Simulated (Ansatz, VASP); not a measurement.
# BeCd3Te4: VASP beside Ansatz

INCAR

```
ALGO = Normal ; EDIFF = 1E-7
EDIFFG = -0.08 ; ENCUT = 600
GGA = PE ; IBRION = 2
ISIF = 3 ; ISMEAR = 0
LASPH = T ; LCHARG = F
LREAL = F ; LWAVE = F
NELM = 80 ; NSW = 36
PREC = Accurate ; SIGMA = 0.2
```

Contents of KPOINTS:

```
k-points
0
Gamma
  3 3 4
```

POSCAR

```
BeCd3Te4
1.0
    4.2342833100     -6.0004221000      0.0000000000
    4.2342833100      6.0004221000      0.0000000000
    0.0000000000      0.0000000000      4.2679178800
Be Cd Te
1 3 4
Direct
    0.5000000000      0.5000000000      0.0000000000
    0.0000000000      0.5000000000      0.5000000000
    0.5000000000      0.0000000000      0.5000000000
    0.0000000000      0.0000000000      0.0000000000
    0.2444260000      0.7555740000      0.0000000000
    0.7599080200      0.7599080200      0.5000000000
    0.2400919800      0.2400919800      0.5000000000
    0.7555740000      0.2444260000      0.0000000000
```

Input for Ansatz:

```yaml
crystal:
  lattice:
    - [4.23428331, -6.0004221, 0.0]
    - [4.23428331, 6.0004221, 0.0]
    - [0.0, 0.0, 4.26791788]
  atoms:
    - { symbol: Be, position: [0.5, 0.5, 0.0] }
    - { symbol: Cd, position: [0.0, 0.5, 0.5] }
    - { symbol: Cd, position: [0.5, 0.0, 0.5] }
    - { symbol: Cd, position: [0.0, 0.0, 0.0] }
    - { symbol: Te, position: [0.244426, 0.755574, 0.0] }
    - { symbol: Te, position: [0.75990802, 0.75990802, 0.5] }
    - { symbol: Te, position: [0.24009198, 0.24009198, 0.5] }
    - { symbol: Te, position: [0.755574, 0.244426, 0.0] }
basis:
  ecutwfc: 420
kpoints:
  mp_grid: { grid: [3, 3, 4] }
hamiltonian:
  xc: pbe
scf:
  occupations: { method: gaussian, width: 0.2 }
  lower_state_search: "off"
output:
  forces: true
  stress: true
  eigenvalues: true
relax:
  adjacent_minimum: "off"
  f_tol: 0.08
  max_steps: 16
  cell: { stress_tol: 0.8 }
```

Change from the starting cell: species swapped into the MnNi3O4 type (Cmmm, No. 65).

Alike in both runs: task relaxation of cell and atoms; functional PBE; k mesh 3 × 3 × 4; occupations gaussian, width 0.2 eV; no spin polarisation.

|  | VASP | Ansatz |
| --- | --- | --- |
| version | VASP 6.6.1 | Ansatz 0.2.0 |
| potentials or method | VASP PAW PBE potentials, release 64 (Be, Cd, Te), cutoff 600 eV | scalar-relativistic, plane waves, PAW |
| valence electrons in the cell | 62 | 126 |

```csv
,VASP,Ansatz,Ansatz less VASP
"gap on the k mesh at the Fermi level, each at its own relaxed structure (eV)",none,none,-
relaxed volume (Å³/atom),26.51,26.48,-0.026
relaxed length of the cell vector where the two differ most in proportion (Å),4.192,4.163,-0.0285
```

A gap of «none» marks a metal or a gap that the smearing closes. VASP's potentials hold 62 valence electrons a cell and Ansatz's 126, so a difference there can come from the potentials and not from the codes.

The k mesh is coarse, so the values compare programs but aren't converged. Neither program's run includes spin-orbit coupling.
